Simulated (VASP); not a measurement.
Set up this calculation in VASP 6.6.1, as the native input.

```yaml
Task: single point
Functional: PBE
Potentials_or_basis: VASP PAW PBE potentials, release 64 (Cu, O)
Cutoff: 520 eV
k_mesh: 4 × 4 × 4
Occupations: gaussian, width 0.1 eV
Spin: collinear spin, ferromagnetic start
Starting_moments: "[1.0, 1.0, 1.0, 1.0, 0.0] μB"
Dipole_correction: no
Further_INCAR_settings: ALGO = Normal; EDIFF = 1e-07; NBANDS = 37
```

The structure of Cu4O lies in POSCAR:

```
Cu4O
1.0
   -2.5349434246      2.5349434246      2.5349434246
    2.5349434246     -2.5349434246      2.5349434246
    2.5349434246      2.5349434246     -2.5349434246
Cu O
4 1
Direct
    0.0000000000      0.0000000000      0.5305557968
    0.5305557968      0.0000000000      0.0000000000
    0.0000000000      0.5305557968      0.0000000000
    0.4694442032      0.4694442032      0.4694442032
    0.0000000000      0.0000000000      0.0000000000
```

These files were run (other wordings do the same):

INCAR

```
SYSTEM = Cu4O
PREC     = Accurate       ! precision mode
ENCUT    = 520            ! plane-wave cutoff, eV
EDIFF    = 1E-7           ! SCF threshold, eV
ISMEAR   = 0              ! smearing method
SIGMA    = 0.1            ! smearing width, eV
LREAL    = .False.        ! projectors in reciprocal space
LASPH    = .True.         ! aspherical terms in the spheres
NELM     = 150            ! most SCF steps
ALGO     = Normal         ! electronic algorithm
ISIF     = 2              ! what is computed and relaxed
LWAVE    = .False.        ! write WAVECAR
LCHARG   = .False.        ! write CHGCAR
ISPIN    = 2              ! spin polarisation
MAGMOM   = 1 1 1 1 0      ! initial moments
LORBIT   = 11             ! projections on sites
LMAXMIX  = 4              ! l up to which the mixer works
GGA      = PE             ! functional
NBANDS   = 37             ! bands
```

KPOINTS

```
regular mesh
0
Gamma
  4 4 4
  0 0 0
```

Potentials or basis: VASP PAW PBE potentials, release 64 (Cu, O).

Command:

```sh
$ cat potpaw_PBE.64/Cu/POTCAR potpaw_PBE.64/O/POTCAR > POTCAR
$ mpirun -np 1 vasp_std > vasp.out
```

It gave:

```
Pressure                                              : 0.3 GPa
Largest force                                         : 0.030 eV/Å
Band gap on the k mesh                                : zero (filled and empty bands overlap)
Net moment                                            : 0.00 μB per cell
Valence electrons inside the program's atomic spheres : Cu 9.89; O 4.89
```

Caveat: the k points lie up to 0.44 Å⁻¹ apart.

Run time: 59 s on 1 thread of AMD EPYC 7R43 64-Core Processor (Zen 3), with other jobs on the host, peak memory 0.2 GiB.
